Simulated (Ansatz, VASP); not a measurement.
**Pt in VASP and in Ansatz**

INCAR

```
SYSTEM = Pt
PREC = Accurate ; ENCUT = 600
EDIFF = 1E-6 ; ISMEAR = 0
SIGMA = 0.1 ; LREAL = .FALSE.
LASPH = .TRUE. ; NELM = 80
ALGO = Fast ; ISIF = 3
LWAVE = .FALSE. ; LCHARG = .FALSE.
IBRION = 2 ; NSW = 100
EDIFFG = -0.005
```

Contents of KPOINTS:

```
Automatic mesh
0
G
  18 18 10
  0 0 0
```

POSCAR

```
Pt
1.0
    2.7088209651      0.0000000000      0.0000000000
   -1.3544104825      2.3459077701      0.0000000000
    0.0000000000      0.0000000000      4.6833864681
Pt
2
Direct
    0.6666666667      0.3333333333      0.7500000000
    0.3333333333      0.6666666667      0.2500000000
```

Input for Ansatz:

```yaml
crystal:
  lattice:
    - [2.7088209651, 0.0, 0.0]
    - [-1.3544104825, 2.3459077701, 0.0]
    - [0.0, 0.0, 4.6833864681]
  atoms:
    - { symbol: Pt, position: [0.6666666667, 0.3333333333, 0.75] }
    - { symbol: Pt, position: [0.3333333333, 0.6666666667, 0.25] }
basis:
  ecutwfc: 420
kpoints:
  mp_grid: { grid: [18, 18, 10] }
hamiltonian:
  xc: lda
scf:
  occupations: { method: gaussian, width: 0.1 }
output:
  forces: true
  stress: true
  eigenvalues: true
relax:
  adjacent_minimum: "off"
  f_tol: 0.005
  max_steps: 80
  cell: { stress_tol: 0.05 }
```

Alike in both runs: task relaxation of cell and atoms; functional LDA; k mesh 18 × 18 × 10; occupations gaussian, width 0.1 eV; no spin polarisation.

```csv
,VASP,Ansatz
version,VASP 6.6.1,Ansatz 0.2.0
potentials or method,"VASP PAW LDA potentials, release 64 (Pt), cutoff 600 eV","scalar-relativistic, plane waves, PAW"
valence electrons in the cell,20,36
```

|  | VASP | Ansatz | Ansatz less VASP |
| --- | --- | --- | --- |
| gap on the k mesh at the Fermi level, each at its own relaxed structure (eV) | none | none | - |
| relaxed volume (Å³/atom) | 14.90 | 14.85 | -0.041 |
| relaxed length of the cell vector where the two differ most in proportion (Å) | 2.712 | 2.708 | -0.0044 |

LDA's correlation is that of Perdew and Zunger in VASP and of Perdew and Wang (1992) in Ansatz. A gap of «none» marks a metal or a gap that the smearing closes. VASP's potentials hold 20 valence electrons a cell and Ansatz's 36, so a difference there can come from the potentials and not from the codes.

Neither program's run includes spin-orbit coupling.
